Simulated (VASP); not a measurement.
Na: single point with r2SCAN

Crystal: Na.

```
Na
1.0
     3.69010    0.00000    0.00000
    -1.84505    3.19572    0.00000
     0.00000    0.00000    6.02837
Na
2
Direct
  0.66667 0.33333 0.75000
  0.33333 0.66667 0.25000
```

```yaml
Program: VASP 6.6.1
Task: single point
Functional: r2SCAN
Potentials_or_basis: VASP PAW PBE potentials, release 64 (Na_pv)
Cutoff: 520 eV
k_mesh: 8 × 8 × 5
Occupations: fermi-dirac, width 0.05 eV
Spin: no spin polarisation
Dipole_correction: no
Further_INCAR_settings: ALGO = Normal; EDIFF = 1e-07; NBANDS = 14
```

| Item | Value |
| --- | --- |
| Pressure | 0.5 GPa |
| Band gap on the k mesh | zero (band 7 reaches 1.97 eV, above the bottom of band 8 at -1.49 eV) |

Stress tensor (GPa, compression positive):
```
0.62 0.00 0.00
0.00 0.62 0.00
0.00 0.00 0.28
```

Levels at points of the mesh, in eV from the Fermi level:
```csv
k point,band 4,band 5,band 6,band 7,band 8,band 9,band 10,band 11
"(0.00, 0.00, 0.00)",-25.92,-25.92,-25.92,-3.53,0.55,1.26,10.93,10.93
"(0.50, 0.00, 0.00)",-25.94,-25.93,-25.93,0.24,0.53,4.13,4.29,4.96
```

Run time: 82 s on 1 thread of Intel(R) Xeon(R) Platinum 8375C CPU @ 2.90GHz (Ice Lake), with other jobs on the host, peak memory 0.19 GiB.

Caveat: the PAW data sets were made with another functional, which shifts forces and pressure a little.
